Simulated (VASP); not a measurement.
Here is a VASP 6.6.1 calculation.

Contents of POSCAR:

```
TaN
1.0
    2.9501846799      0.0000000000      0.0000000000
   -1.4750923399      2.5549348786      0.0000000000
    0.0000000000      0.0000000000      2.8977716016
Ta N
1 1
Direct
    0.3333333333      0.6666666667      0.5000000000
    0.0000000000      0.0000000000      0.0000000000
```

Contents of INCAR.step1:

```
SYSTEM = TaN
PREC     = Accurate       ! precision mode
ENCUT    = 520            ! plane-wave cutoff, eV
ISMEAR   = 0              ! smearing method
SIGMA    = 0.1            ! smearing width, eV
LREAL    = .FALSE.        ! projectors in reciprocal space
LASPH    = .TRUE.         ! aspherical terms in the spheres
NELM     = 100            ! most SCF steps
NBANDS   = 15             ! bands
GGA      = PE             ! functional
ALGO     = Normal         ! electronic algorithm
EDIFF    = 1E-4           ! SCF threshold, eV
LWAVE    = .TRUE.         ! write WAVECAR
LCHARG   = .FALSE.        ! write CHGCAR
```

The input INCAR.step2:

```
SYSTEM = TaN
PREC     = Accurate       ! precision mode
ENCUT    = 520            ! plane-wave cutoff, eV
EDIFF    = 1E-7           ! SCF threshold, eV
ISMEAR   = 0              ! smearing method
SIGMA    = 0.1            ! smearing width, eV
LREAL    = .FALSE.        ! projectors in reciprocal space
LASPH    = .TRUE.         ! aspherical terms in the spheres
NELM     = 100            ! most SCF steps
ALGO     = Normal         ! electronic algorithm
ISIF     = 2              ! what is computed and relaxed
LWAVE    = .FALSE.        ! write WAVECAR
LCHARG   = .FALSE.        ! write CHGCAR
METAGGA  = R2SCAN         ! meta-GGA
LMIXTAU  = .TRUE.       
NBANDS   = 15             ! bands
ISTART   = 1
```

The input KPOINTS:

```
regular mesh
0
G
  18 18 14
  0 0 0
```

Potentials or basis: VASP PAW PBE potentials, release 64 (Ta_pv, N).

The run is started by

```sh
$ cat potpaw_PBE.64/Ta_pv/POTCAR potpaw_PBE.64/N/POTCAR > POTCAR
$ cp INCAR.step1 INCAR
$ mpirun -np 1 vasp_std > vasp.out
$ cp INCAR.step2 INCAR
$ mpirun -np 1 vasp_std > vasp.out
```

(1) Estimate the pressure.

(2) What does it give for the band gap on the k mesh?

Answers

(1) -3.4 GPa.

(2) zero (band 8 reaches 8.25 eV, above the bottom of band 9 at 8.00 eV).

Caveat: the PAW data sets were made with another functional, which shifts forces and pressure a little; spin-orbit coupling is left out, which moves the levels of the heavy elements.
